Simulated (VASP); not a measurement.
Here is a VASP 6.6.1 calculation.

File INCAR:

```
SYSTEM = CeO2
PREC = Accurate
ENCUT = 520
EDIFF = 1E-7
ISMEAR = 0
SIGMA = 0.01
LREAL = .False.
LASPH = .True.
NELM = 100
ALGO = Normal
ISIF = 2
LWAVE = .False.
LCHARG = .True.
GGA = PE
LELF = .True.
LVHAR = .True.
NBANDS = 19
```

KPOINTS

```
Automatic mesh
0
Gamma
  6 6 6
  0 0 0
```

Contents of POSCAR:

```
CeO2
1.0
    0.0000000000      2.7321936175      2.7321936175
    2.7321936175      0.0000000000      2.7321936175
    2.7321936175      2.7321936175      0.0000000000
Ce O
1 2
Direct
    0.0000000000      0.0000000000      0.0000000000
    0.2500000000      0.2500000000      0.2500000000
    0.7500000000      0.7500000000      0.7500000000
```

Potentials or basis: VASP PAW PBE potentials, release 64 (Ce, O).

Command:

```bash
$ cat potpaw_PBE.64/Ce/POTCAR potpaw_PBE.64/O/POTCAR > POTCAR
$ mpirun -np 1 vasp_std > vasp.out
```

(1) Estimate the band gap on the k mesh.

(2) What does it give for the pressure?

## Answers

(1) 1.97 eV (least direct gap 2.04 eV).

(2) -0.1 GPa.

Caveat: spin-orbit coupling is left out, which moves the levels of the heavy elements.
